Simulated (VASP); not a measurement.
# KBr (Fm-3m) in VASP: notebook, part 2 of 2

VASP 6.6.1.

## Step 3: Single point, PBE-based screened hybrid with 30 % exact exchange

POSCAR

```
KBr
1.0
    0.0000000000      3.3000000000      3.3000000000
    3.3000000000      0.0000000000      3.3000000000
    3.3000000000      3.3000000000      0.0000000000
Br K
1 1
Direct
    0.5000000000      0.5000000000      0.5000000000
    0.0000000000      0.0000000000      0.0000000000
```

INCAR.step1

```
SYSTEM = KBr
PREC = Accurate
ENCUT = 520
EDIFF = 1E-5
ISMEAR = -1
SIGMA = 0.05
LREAL = .False.
LASPH = .True.
NELM = 80
ALGO = Normal
ISIF = 2
LWAVE = .True.
LCHARG = .False.
NBANDS = 15
GGA = PE
```

INCAR.step2

```
SYSTEM = KBr
PREC = Accurate
ENCUT = 520
EDIFF = 1E-6
ISMEAR = -1
SIGMA = 0.05
LREAL = .False.
LASPH = .True.
NELM = 80
ALGO = Normal
ISIF = 2
LWAVE = .False.
LCHARG = .False.
GGA = PE
LHFCALC = .True.
AEXX = 0.3
HFSCREEN = 0.2
PRECFOCK = Normal
NBANDS = 15
ISTART = 1
```

KPOINTS

```
regular mesh
0
Gamma
  4 4 4
  0 0 0
```

Potentials or basis: VASP PAW PBE potentials, release 64 (Br, K_sv).

The run is started by

```
$ cat potpaw_PBE.64/Br/POTCAR potpaw_PBE.64/K_sv/POTCAR > POTCAR
$ cp INCAR.step1 INCAR
$ mpirun -np 1 vasp_std > vasp.out
$ cp INCAR.step2 INCAR
$ mpirun -np 1 vasp_std > vasp.out
```

OUTCAR:

```text
SYSTEM = KBr
   PREC = Accurate
   ENCUT = 520
   EDIFF = 1E-6
   ISMEAR = -1
   LREAL = .False.
   LASPH = .True.
   NELM = 80
   ISIF = 2
   GGA = PE
   LHFCALC = .True.
   AEXX = 0.3
   HFSCREEN = 0.2
   PRECFOCK = Normal
   ISTART = 1

 ion  position               nearest neighbor table
   1  0.500  0.500  0.500-   2 3.30   2 3.30   2 3.30   2 3.30   2 3.30   2 3.30
   2  0.000  0.000  0.000-   1 3.30   1 3.30   1 3.30   1 3.30   1 3.30   1 3.30

  LATTYP: Found a face centered cubic cell.
 ALAT       =     6.6000000000

  Lattice vectors:

 A1 = (   0.0000000000,   3.3000000000,   3.3000000000)
 A2 = (   3.3000000000,   0.0000000000,   3.3000000000)
 A3 = (   3.3000000000,   3.3000000000,   0.0000000000)

Analysis of symmetry for initial positions (statically):
=====================================================================
 Subroutine PRICEL returns:
 Original cell was already a primitive cell.

 Routine SETGRP: Setting up the symmetry group for a
 face centered cubic supercell.

 Subroutine GETGRP returns: Found 48 space group operations
 (whereof 48 operations were pure point group operations)
 out of a pool of 48 trial point group operations.

The static configuration has the point symmetry O_h .

Analysis of symmetry for dynamics (positions and initial velocities):
=====================================================================
 Subroutine PRICEL returns:
 Original cell was already a primitive cell.

 Routine SETGRP: Setting up the symmetry group for a
 face centered cubic supercell.

 Subroutine GETGRP returns: Found 48 space group operations
 (whereof 48 operations were pure point group operations)
 out of a pool of 48 trial point group operations.

The dynamic configuration has the point symmetry O_h .

 Subroutine INISYM returns: Found 48 space group operations
 (whereof 48 operations are pure point group operations),
 and found     1 'primitive' translations

----------------------------------------------------------------------------------------
[... 113 lines left out ...]
   LEPSILON=     F    determine dielectric tensor
   LRPA    =     F    only Hartree local field effects (RPA)
 non-spin polarized calculation
  energy-cutoff  :      520.00
  volume of cell :       71.87
 maximum number of plane-waves:      1964
 NGX is ok and might be reduce to    36
  NGX = 28; NGY = 28; NGZ = 28

 number of electron      15.9999997 magnetization

 Free energy of the ion-electron system (eV)
  ---------------------------------------------------
  ext. energy  EPLUGINS =         0.00000000
  ---------------------------------------------------
  free energy    TOTEN  =        -7.38442113 eV

  energy without entropy =       -7.38442113  energy(sigma->0) =       -7.38442113

 E-fermi :  -1.7553     XC(G=0):  -5.9316

 val. band max:       -2.8071501591   @ k =   0.0000   0.0000   0.0000
 cond. band min:       3.0570035635   @ k =   0.0000   0.0000   0.0000
 fundamental gap:      5.8641537226
 Fermi energy:        -1.7553122239

 k-point     1 :       0.0000    0.0000    0.0000
  band No.  band energies     occupation
      1     -33.2105      2.00000
      2     -16.3381      2.00000
      3     -15.0623      2.00000
      4     -15.0623      2.00000
      5     -15.0623      2.00000
      6      -2.8072      2.00000
      7      -2.8072      2.00000
      8      -2.8072      2.00000
      9       3.0570      0.00000
     10       6.4648      0.00000
     11       6.4648      0.00000
     12       6.4648      0.00000
     13       7.4429      0.00000
     14       7.4429      0.00000
[... 113 lines left out ...]
      2     -16.3185      2.00000
      3     -15.1277      2.00000
      4     -15.1277      2.00000
      5     -14.9620      2.00000
      6      -3.4374      2.00000
      7      -3.4374      2.00000
      8      -3.3714      2.00000
      9       6.1282      0.00000
     10       6.1282      0.00000
     11       7.0919      0.00000
     12       8.0465      0.00000
     13       9.6951      0.00000
     14      10.1679      0.00000
     15      10.3803      0.00000

------------------------ aborting loop because EDIFF is reached ----------------------------------------

  FORCE on cell =-STRESS in cart. coord.  units (eV):
  Direction    XX          YY          ZZ          XY          YZ          ZX
  --------------------------------------------------------------------------------------
  -------------------------------------------------------------------------------------
  Total        0.1907236      0.1907236      0.1907236      0.0000000      0.0000000     -0.0000000
  in kB        4.2515107      4.2515107      4.2515107      0.0000000      0.0000000     -0.0000000
  external PRESSURE =       4.2515107 kB  Pullay stress =       0.0000000 kB

 VOLUME and BASIS-vectors are now :
 -----------------------------------------------------------------------------
  energy-cutoff  :      520.00
  volume of cell :       71.87
      direct lattice vectors                 reciprocal lattice vectors
     0.000000000  3.300000000  3.300000000    -0.151515152  0.151515152  0.151515152
     3.300000000  0.000000000  3.300000000     0.151515152 -0.151515152  0.151515152
     3.300000000  3.300000000  0.000000000     0.151515152  0.151515152 -0.151515152

 POSITION                                       TOTAL-FORCE (eV/Angst)
 -----------------------------------------------------------------------------------
      3.30000      3.30000      3.30000         0.000000      0.000000      0.000000
      0.00000      0.00000      0.00000         0.000000     -0.000000     -0.000000
 -----------------------------------------------------------------------------------
    total drift:                                0.000000      0.000000      0.000000

  FREE ENERGIE OF THE ION-ELECTRON SYSTEM (eV)
  ---------------------------------------------------
  free  energy   TOTEN  =        -7.3844211252 eV

  energy  without entropy=       -7.3844211251  energy(sigma->0) =       -7.38442113
```

OSZICAR.step1:

```text
N       E                     dE             d eps       ncg     rms          rms(c)
DAV:   1     0.103957355983E+03    0.10396E+03   -0.70946E+03   240   0.951E+02
DAV:   2    -0.193870293137E+00   -0.10415E+03   -0.97185E+02   296   0.233E+02
DAV:   3    -0.613347078467E+01   -0.59396E+01   -0.59063E+01   324   0.502E+01
DAV:   4    -0.638534666639E+01   -0.25188E+00   -0.25175E+00   340   0.881E+00
DAV:   5    -0.638752114893E+01   -0.21745E-02   -0.21744E-02   324   0.978E-01    0.311E+00
DAV:   6    -0.621575591440E+01    0.17177E+00   -0.21920E-01   289   0.224E+00    0.227E+00
DAV:   7    -0.620460373016E+01    0.11152E-01   -0.10681E-01   324   0.176E+00    0.103E+00
DAV:   8    -0.621355282666E+01   -0.89491E-02   -0.11519E-02   263   0.785E-01    0.117E-01
DAV:   9    -0.621432634902E+01   -0.77352E-03   -0.77926E-04   296   0.168E-01    0.771E-02
DAV:  10    -0.621461951846E+01   -0.29317E-03   -0.29665E-04   247   0.981E-02    0.123E-02
DAV:  11    -0.621463682951E+01   -0.17311E-04   -0.27478E-05   304   0.292E-02    0.587E-03
DAV:  12    -0.621463845803E+01   -0.16285E-05   -0.40209E-06   183   0.132E-02
   1 F= -.62146385E+01 E0= -.62146385E+01  d E =-.122252E-10
```

Wall time 5.3 min (1 thread of AMD EPYC 7R13 (Zen 3), shared host); peak memory 0.29 GiB.

Results:

```yaml
Free_energy: -7.3844 eV
Pressure: 0.4 GPa
Band_gap_on_the_k_mesh: 5.86 eV
```

Levels at points of the mesh, in eV from the valence-band top:
```
           k point  band 6  band 7  band 8  band 9  band 10  band 11
(0.00, 0.00, 0.00)    0.00    0.00    0.00    5.86     9.27     9.27
(0.50, 0.00, 0.00)   -1.24   -0.35   -0.35    8.01     9.89    11.67
(0.50, 0.50, 0.00)   -0.88   -0.31   -0.31    7.34     8.78    11.06
```

Caveat: the PAW data sets were made with another functional, which shifts forces and pressure a little.

## Step 4: Single point, PBE

INCAR

```
  PREC = Accurate
  ENCUT = 520
  EDIFF = 1E-6
  ISMEAR = 0
  SIGMA = 0.012
  LREAL = F
  LASPH = T
  NELM = 80
  ALGO = Normal
  ISIF = 2
  LWAVE = F
  LCHARG = T
  GGA = PE
  LELF = T
  LVHAR = T
  NBANDS = 15
```

KPOINTS

```
Automatic mesh
0
Gamma
  7 7 7
```

POSCAR is that of step 3.

The run is started by

```
$ cat potpaw_PBE.64/Br/POTCAR potpaw_PBE.64/K_sv/POTCAR > POTCAR
$ mpirun -np 1 vasp_std > vasp.out
```

It took 41 s on 1 thread of AMD EPYC 7R13, shared host; peak memory 0.18 GiB.

Results (log left out):

```
Free energy            : -6.2151 eV
Pressure               : 0.8 GPa
Band gap on the k mesh : 4.43 eV
```

Levels at points of the mesh, in eV from the valence-band top:
```csv
k point,band 6,band 7,band 8,band 9,band 10,band 11
"(0.00, 0.00, 0.00)",0.00,0.00,0.00,4.43,7.60,7.60
```

Caveat: an odd mesh through Γ misses points on the zone boundary, where band edges can lie.

## Step 5: Single point, PBE

INCAR

```
  PREC = Accurate
  ENCUT = 520
  EDIFF = 1E-6
  ISMEAR = 0
  SIGMA = 0.025
  LREAL = F
  LASPH = T
  NELM = 60
  ALGO = Normal
  ISIF = 2
  LWAVE = F
  LCHARG = F
  GGA = PE
  NBANDS = 15
```

KPOINTS

```
regular mesh
0
Gamma
  7 7 7
```

POSCAR is that of step 4.

The run is started by

```
$ cat potpaw_PBE.64/Br/POTCAR potpaw_PBE.64/K_sv/POTCAR > POTCAR
$ mpirun -np 1 vasp_std > vasp.out
```

It took 34 s on 1 thread of AMD EPYC 7R13, shared host; peak memory 0.18 GiB.

It converged, with:

```yaml
Free_energy: -6.2151 eV
Pressure: 0.8 GPa
Band_gap_on_the_k_mesh: 4.43 eV
```

Levels at points of the mesh, in eV from the valence-band top:
```tsv
k point	band 4	band 5	band 6	band 7	band 8	band 9	band 10	band 11	band 12	band 13
(0.00, 0.00, 0.00)	-11.26	-11.26	0.00	0.00	0.00	4.43	7.60	7.60	7.60	8.43
```

Caveat: an odd mesh through Γ misses points on the zone boundary, where band edges can lie.

## Step 6: Summary

| level | k mesh | smearing | grid for exact exchange (PRECFOCK) | share of exact exchange | screening parameter | gap on the mesh (eV) | pressure (GPa) |
| --- | --- | --- | --- | --- | --- | --- | --- |
| PBE-based screened hybrid with 20 % exact exchange | 4 × 4 × 4 | fermi-dirac 0.05 eV | Normal | 0.2 | 0.2 1/Å | 5.38 | 0.5 |
| PBE-based screened hybrid with 30 % exact exchange | 4 × 4 × 4 | fermi-dirac 0.05 eV | Normal | 0.3 | 0.2 1/Å | 5.86 | 0.4 |
| PBE | 7 × 7 × 7 | gaussian 0.012 eV | - | - | - | 4.43 | 0.8 |
| PBE | 7 × 7 × 7 | gaussian 0.025 eV | - | - | - | 4.43 | 0.8 |

Alike in all rows: task single point; potentials or basis VASP PAW PBE potentials, release 64 (Br, K_sv); no spin polarisation; cell as given; cutoff (eV) 520.

On the cell as given the gap runs from 4.43 eV (PBE) to 5.86 eV (PBE-based screened hybrid with 30 % exact exchange); the meshes differ, which moves gaps too. The pressure there spans 0.4 GPa (PBE-based screened hybrid with 30 % exact exchange) to 0.8 GPa (PBE); a positive pressure means that this level wants a larger cell, a negative one a smaller.

Caveats: the PAW data sets were made with another functional, which shifts forces and pressure a little (at least some runs); an odd mesh through Γ misses points on the zone boundary, where band edges can lie (at least some runs).

Absolute energies hang on the potentials; compare differences alone.
